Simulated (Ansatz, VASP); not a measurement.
# Re: VASP beside Ansatz

Contents of POSCAR:

```
Re
1.0
    0.0000000000      1.9659982867      1.9659982867
    1.9659982867      0.0000000000      1.9659982867
    1.9659982867      1.9659982867      0.0000000000
Re
1
Direct
    0.0000000000      0.0000000000      0.0000000000
```

INCAR.step1

```
ALGO     = Normal         # electronic algorithm
EDIFF    = 1E-4           # SCF threshold, eV
ENCUT    = 520            # plane-wave cutoff, eV
GGA      = PE             # functional
ISMEAR   = 0              # smearing method
LASPH    = True           # aspherical terms in the spheres
LCHARG   = False          # write CHGCAR
LREAL    = False          # projectors in reciprocal space
LWAVE    = True           # write WAVECAR
NBANDS   = 10             # bands
NELM     = 80             # most SCF steps
PREC     = Accurate       # precision mode
SIGMA    = 0.1            # smearing width, eV
```

File INCAR.step2:

```
ALGO     = Normal         # electronic algorithm
EDIFF    = 1E-6           # SCF threshold, eV
ENCUT    = 520            # plane-wave cutoff, eV
ISIF     = 2              # what is computed and relaxed
ISMEAR   = 0              # smearing method
ISTART   = 1            
LASPH    = True           # aspherical terms in the spheres
LCHARG   = False          # write CHGCAR
LMIXTAU  = True         
LREAL    = False          # projectors in reciprocal space
LWAVE    = False          # write WAVECAR
METAGGA  = R2SCAN         # meta-GGA
NBANDS   = 10             # bands
NELM     = 80             # most SCF steps
PREC     = Accurate       # precision mode
SIGMA    = 0.1            # smearing width, eV
```

Contents of KPOINTS:

```
k-points
0
Gamma
  18 18 18
```

Input for Ansatz:

```yaml
crystal:
  lattice:
    - [0.0, 1.9659982865, 1.9659982865]
    - [1.9659982865, 0.0, 1.9659982865]
    - [1.9659982865, 1.9659982865, 0.0]
  atoms:
    - { symbol: Re, position: [0.0, 0.0, 0.0] }
basis:
  ecutwfc: 500
kpoints:
  mp_grid: { grid: [18, 18, 18] }
hamiltonian:
  xc: r2scan
scf:
  occupations: { method: gaussian, width: 0.1 }
output:
  forces: true
  stress: true
  eigenvalues: true
```

Alike in both runs: task single point; functional r2SCAN; k mesh 18 × 18 × 18; occupations gaussian, width 0.1 eV; no spin polarisation.

|  | VASP | Ansatz |
| --- | --- | --- |
| version | VASP 6.6.1 | Ansatz 0.2.0 |
| potentials or method | VASP PAW PBE potentials, release 64 (Re), cutoff 520 eV | scalar-relativistic, plane waves, PAW |
| valence electrons in the cell | 7 | 15 |

|  | VASP | Ansatz | Ansatz less VASP |
| --- | --- | --- | --- |
| gap on the k mesh at the Fermi level (eV) | none | none | - |
| pressure (GPa) | -10.9 | -10.7 | +0.22 |

VASP's potentials were made for PBE, not for r2SCAN. A gap of «none» marks a metal or a gap that the smearing closes. With one functional, cell and mesh, what is left measures potentials, basis and numerics. VASP's potentials hold 7 valence electrons a cell and Ansatz's 15, so a difference there can come from the potentials and not from the codes.

Neither program's run includes spin-orbit coupling.
